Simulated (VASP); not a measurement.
# CdO: electric field gradients with PBE

CdO:

```
Cd O
1.0
     0.00000    2.36099    2.36099
     2.36099    0.00000    2.36099
     2.36099    2.36099    0.00000
Cd O
1 1
Direct
  0.00000 0.00000 0.00000
  0.50000 0.50000 0.50000
```

```json
{"Program": "VASP 6.6.1", "Task": "electric field gradients", "Functional": "PBE", "Potentials or basis": "VASP PAW PBE potentials, release 64 (Cd, O)", "Cutoff": "520 eV", "k mesh": "6 × 6 × 6", "Occupations": "methfessel-paxton, width 0.136057 eV", "Spin": "no spin polarisation", "Dipole correction": "no", "Further INCAR settings": "ALGO = Normal; EDIFF = 1e-08; NBANDS = 16"}
```

| Property | Result |
| --- | --- |
| Pressure | 5.3 GPa |
| Band gap on the k mesh | zero (band 9 reaches 1.90 eV, above the bottom of band 10 at 1.44 eV) |

Levels at points of the mesh, in eV from the Fermi level:
```tsv
k point	band 5	band 6	band 7	band 8	band 9	band 10	band 11	band 12	band 13	band 14
(0.00, 0.00, 0.00)	-6.43	-6.43	-1.33	-1.33	-1.33	-0.51	14.92	16.88	16.88	16.88
(0.50, 0.00, 0.00)	-6.19	-6.19	-3.82	-0.05	-0.05	4.39	7.16	11.83	11.83	17.56
(0.50, 0.50, 0.00)	-6.06	-5.77	-4.28	-2.28	-2.28	3.78	8.44	11.12	13.19	13.19
```

Run time: 6.4 s on 1 thread of Intel(R) Xeon(R) 6975P-C (Granite Rapids), with other jobs on the host, peak memory 0.15 GiB.

Caveat: the k points lie up to 0.38 Å⁻¹ apart; without QUAD_EFG the Cq values of the log hold for a quadrupole moment of 1 mb, not for the nuclei.
